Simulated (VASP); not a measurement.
# Ti4C in VASP: a series of runs, part 2 of 2

VASP 6.6.1.

## Step 4: Relaxation of the atoms, PBEsol

INCAR

```
PREC = Accurate ; ENCUT = 520
EDIFF = 1E-6 ; ISMEAR = 0
SIGMA = 0.1 ; LREAL = False
LASPH = True ; NELM = 100
ALGO = Fast ; ISIF = 2
LWAVE = False ; LCHARG = False
LDIPOL = True ; IDIPOL = 3
DIPOL = 0.5 0.5 0.349 ; GGA = PS
IBRION = 2 ; NSW = 36
EDIFFG = -0.025
```

KPOINTS

```
regular mesh
0
Gamma
  9 7 1
```

POSCAR

```
Ti4C
1.0
    2.8676282151      0.0000000000      0.0000000000
    0.0000000000      4.0554387137      0.0000000000
    0.0000000000      0.0000000000     19.6054200203
Ti C
4 1
Selective dynamics
Direct
    0.5000000000      0.5000000000      0.2040252132  F F F
    0.0000000000      0.0000000000      0.2771587704  F F F
    0.5000000000      0.5000000000      0.3434213386  F F F
    0.0000000000      0.0000000000      0.4134275120  F F F
    0.0000000000      0.1000000000      0.5081912667  F F T
```

Potentials or basis: VASP PAW PBE potentials, release 64 (Ti_sv, C).

Command:

```console
$ cat potpaw_PBE.64/Ti_sv/POTCAR potpaw_PBE.64/C/POTCAR > POTCAR
$ mpirun -np 1 vasp_std > vasp.out
```

OUTCAR:

```text
PREC = Accurate
   ENCUT = 520
   EDIFF = 1E-6
   ISMEAR = 0
   LREAL = False
   LASPH = True
   NELM = 100
   ISIF = 2
   GGA = PS
   IBRION = 2
   NSW = 36
   EDIFFG = -0.025

 ion  position               nearest neighbor table
   1  0.500  0.500  0.204-   3 2.73   2 2.87   2 2.87   2 2.87   2 2.87
   2  0.000  0.000  0.277-   4 2.67   3 2.80   3 2.80   3 2.80   3 2.80   1 2.87   1 2.87   1 2.87
                             1 2.87
   3  0.500  0.500  0.343-   1 2.73   2 2.80   2 2.80   2 2.80   2 2.80   4 2.84   4 2.84   4 2.84
                             4 2.84
   4  0.000  0.000  0.413-   5 1.90   2 2.67   3 2.84   3 2.84   3 2.84   3 2.84
   5  0.000  0.100  0.508-   4 1.90

  LATTYP: Found a simple orthorhombic cell.
 ALAT       =     2.8676282151
 B/A-ratio  =     1.4142135624
 C/A-ratio  =     6.8368067789

  Lattice vectors:

 A1 = (   2.8676282151,   0.0000000000,   0.0000000000)
 A2 = (   0.0000000000,   4.0554387137,   0.0000000000)
 A3 = (   0.0000000000,   0.0000000000,  19.6054200203)

Analysis of symmetry for initial positions (statically):
=====================================================================
[... 198 lines left out ...]
  Total       -1.2292099     -2.9744209     -1.6976872      0.0000000      0.8584212      0.0000000
  in kB       -8.6377335    -20.9014381    -11.9297522      0.0000000      6.0321787      0.0000000
  external PRESSURE =     -13.8229746 kB  Pullay stress =       0.0000000 kB
[... 104 lines left out ...]
--------------------------------------- Ionic step        4  -------------------------------------------

 number of electron      52.0000014 magnetization

 dipolmoment           0.000000      0.000000      0.216773 electrons x Angstroem

 Free energy of the ion-electron system (eV)
  ---------------------------------------------------
  ext. energy  EPLUGINS =         0.00000000
  ---------------------------------------------------
  free energy    TOTEN  =       -34.97770903 eV

  energy without entropy =      -34.94186864  energy(sigma->0) =      -34.95978883

 E-fermi :  -0.6973     XC(G=0):  -5.0355

 val. band max:       -0.7205321432   @ k =   0.3333   0.2857   0.0000
 cond. band min:      -0.6960794277   @ k =   0.2222   0.0000   0.0000
 fundamental gap:      0.0244527154
 Fermi energy:        -0.6972557662

 k-point     1 :       0.0000    0.0000    0.0000
  band No.  band energies     occupation
      1     -57.4228      2.00000
      2     -57.1328      2.00000
      3     -57.0086      2.00000
      4     -56.5239      2.00000
      5     -33.9646      2.00000
      6     -33.8830      2.00000
[... 669 lines left out ...]
     30      -0.0908      0.00000
     31       0.1913      0.00000

------------------------ aborting loop because EDIFF is reached ----------------------------------------

 vacuum level on the upper side and lower side of the slab       (xc-potential included)         1.524        -1.754

  FORCE on cell =-STRESS in cart. coord.  units (eV):
  Direction    XX          YY          ZZ          XY          YZ          ZX
  --------------------------------------------------------------------------------------
  -------------------------------------------------------------------------------------
  Total       -0.9781992     -2.7972589     -0.7806241      0.0000000      1.1237591      0.0000000
  in kB       -6.8738657    -19.6565098     -5.4854934      0.0000000      7.8967243      0.0000000
  external PRESSURE =     -10.6719563 kB  Pullay stress =       0.0000000 kB
[... 20 lines left out ...]
  FREE ENERGIE OF THE ION-ELECTRON SYSTEM (eV)
  ---------------------------------------------------
  free  energy   TOTEN  =       -34.9777090273 eV

  energy  without entropy=      -34.9418686363  energy(sigma->0) =      -34.95978883

 reached required accuracy - stopping structural energy minimisation

 vacuum level on the upper side and lower side of the slab         5.924         2.553
```

OSZICAR:

```text
N       E                     dE             d eps       ncg     rms          rms(c)
DAV:   1     0.591173552741E+03    0.59117E+03   -0.28258E+04  1504   0.163E+03
DAV:   2     0.435673093786E+02   -0.54761E+03   -0.54000E+03  1353   0.502E+02
[... 141 lines left out ...]
RMM:   5    -0.349777262270E+02   -0.40874E-04   -0.36738E-04  1641   0.789E-02    0.394E-02
RMM:   6    -0.349777111119E+02    0.15115E-04   -0.18398E-04  1552   0.649E-02    0.222E-02
RMM:   7    -0.349777059276E+02    0.51843E-05   -0.48463E-05  1408   0.317E-02    0.926E-03
RMM:   8    -0.349777073620E+02   -0.14344E-05   -0.30475E-05  1314   0.196E-02    0.654E-03
RMM:   9    -0.349777083067E+02   -0.94480E-06   -0.13427E-05  1292   0.145E-02    0.482E-03
RMM:  10    -0.349777090273E+02   -0.72052E-06   -0.84385E-06  1187   0.103E-02
   4 F= -.34977709E+02 E0= -.34959789E+02  d E =-.132937E-01
```

CONTCAR:

```text
Ti4C
   1.00000000000000
     2.8676282150999999    0.0000000000000000    0.0000000000000000
     0.0000000000000000    4.0554387137000001    0.0000000000000000
     0.0000000000000000    0.0000000000000000   19.6054200202999986
  Ti              C
     4     1
Selective dynamics
Direct
     0.5000000000000000    0.5000000000000000    0.2040252131999978   F   F   F
     0.0000000000000000    0.0000000000000000    0.2771587703999998   F   F   F
     0.5000000000000000    0.5000000000000000    0.3434213386000025   F   F   F
     0.0000000000000000    0.0000000000000000    0.4134275119999984   F   F   F
     0.0000000000000000    0.1000000000000014    0.5058122083766846   F   F   T

  0.00000000E+00  0.00000000E+00  0.00000000E+00
  0.00000000E+00  0.00000000E+00  0.00000000E+00
  0.00000000E+00  0.00000000E+00  0.00000000E+00
  0.00000000E+00  0.00000000E+00  0.00000000E+00
  0.00000000E+00  0.00000000E+00  0.00000000E+00
```

It took 37 min on 1 thread of Oxide Virtual Turin-like, shared host; peak memory 0.37 GiB.

Results:

```
Free energy               : -34.9777 eV
Energy gained by relaxing : 2.7 meV/atom
Ionic steps               : 4
Band gap on the k mesh    : zero (bands 26 and 27 overlap by 0.65 eV)
```

Step by step:
```
step  energy change (eV)  largest force on free atoms (eV/Å)  pressure (GPa)
   1              0.0000                              0.5212           -1.38
   2             -0.0104                              0.2664           -1.23
   3             -0.0130                              0.0810           -1.12
   4             -0.0133                              0.0037           -1.07
```

Final structure:
```xyz
5
Lattice="2.8676 0.0000 0.0000 0.0000 4.0554 0.0000 0.0000 0.0000 19.6054" Properties=species:S:1:pos:R:3 pbc="T T T"
Ti    1.4338    2.0277    4.0000
Ti    0.0000    0.0000    5.4338
Ti    1.4338    2.0277    6.7329
Ti    0.0000    0.0000    8.1054
C     0.0000    0.4055    9.9167
```

Caveat: the PAW data sets were made with another functional, which shifts forces and pressure a little.

## Step 5: Relaxation of the atoms, PBEsol

INCAR

```
SYSTEM = Ti4C
  PREC = Accurate
  ENCUT = 520
  EDIFF = 1E-7
  ISMEAR = 0
  SIGMA = 0.1
  LREAL = .False.
  LASPH = .True.
  NELM = 80
  ALGO = Fast
  ISIF = 2
  LWAVE = .False.
  LCHARG = .False.
  LDIPOL = .True.
  IDIPOL = 3
  DIPOL = 0.5 0.5 0.346
  GGA = PS
  IBRION = 2
  NSW = 36
  EDIFFG = -0.025
```

KPOINTS

```
regular mesh
0
Gamma
  9 7 1
  0 0 0
```

POSCAR, as its differences from that of step 4:

```diff
@@ -13,2 +13,2 @@
     0.0000000000      0.0000000000      0.4134275120  F F F
-    0.0000000000      0.1000000000      0.5081912667  F F T
+    0.0000000000      0.3000000000      0.4919772191  F F T
```

Command:

```console
$ cat potpaw_PBE.64/Ti_sv/POTCAR potpaw_PBE.64/C/POTCAR > POTCAR
$ mpirun -np 1 vasp_std > vasp.out
```

Wall time 54 min (1 thread of Oxide Virtual Turin-like, shared host); peak memory 0.36 GiB.

Results (log left out):

```yaml
Free_energy: -36.0616 eV
Energy_gained_by_relaxing: 58.0 meV/atom
Ionic_steps: 4
Band_gap_on_the_k_mesh: zero (bands 26 and 27 overlap by 0.48 eV)
```

The path:
```tsv
step	energy change (eV)	largest force on free atoms (eV/Å)	pressure (GPa)
1	0.0000	2.0356	-2.58
2	-0.1731	1.4437	-1.79
3	-0.2901	0.0381	-0.82
4	-0.2902	0.0139	-0.78
```

Final structure:
```cif
data_structure
_symmetry_space_group_name_H-M 'P 1'
_symmetry_Int_Tables_number 1
_cell_length_a 2.8676
_cell_length_b 4.0554
_cell_length_c 19.6054
_cell_angle_alpha 90.000
_cell_angle_beta 90.000
_cell_angle_gamma 90.000
_cell_volume 228.00
loop_
_atom_site_label
_atom_site_type_symbol
_atom_site_fract_x
_atom_site_fract_y
_atom_site_fract_z
_atom_site_occupancy
Ti1 Ti 0.50000 0.50000 0.20403 1
Ti2 Ti 0.00000 0.00000 0.27716 1
Ti3 Ti 0.50000 0.50000 0.34342 1
Ti4 Ti 0.00000 0.00000 0.41343 1
C1 C 0.00000 0.30000 0.47899 1
```

Levels at points of the mesh, in eV from the Fermi level:
| k point | band 22 | band 23 | band 24 | band 25 | band 26 | band 27 | band 28 | band 29 | band 30 | band 31 |
| --- | --- | --- | --- | --- | --- | --- | --- | --- | --- | --- |
| (0.00, 0.00, 0.00) | -1.56 | -1.26 | -0.89 | -0.20 | 0.07 | 0.30 | 0.46 | 0.71 | 1.08 | 1.29 |

Caveat: the PAW data sets were made with another functional, which shifts forces and pressure a little.

## Step 6: The runs side by side

```csv
cell,gap on the mesh (eV)
"atoms relaxed, atomic positions A",none
"atoms relaxed, atomic positions B",none
"atoms relaxed, atomic positions C",none
"atoms relaxed, atomic positions D",none
```

Alike in all rows: task relaxation of the atoms; level PBEsol; potentials or basis VASP PAW PBE potentials, release 64 (Ti_sv, C); no spin polarisation; k mesh 9 × 7 × 1; cutoff (eV) 520; smearing gaussian 0.1 eV.

Caveats: the PAW data sets were made with another functional, which shifts forces and pressure a little.

Absolute energies hang on the potentials; compare differences alone.

The gap in the log of VASP goes by the Fermi energy; the results here count the filled bands.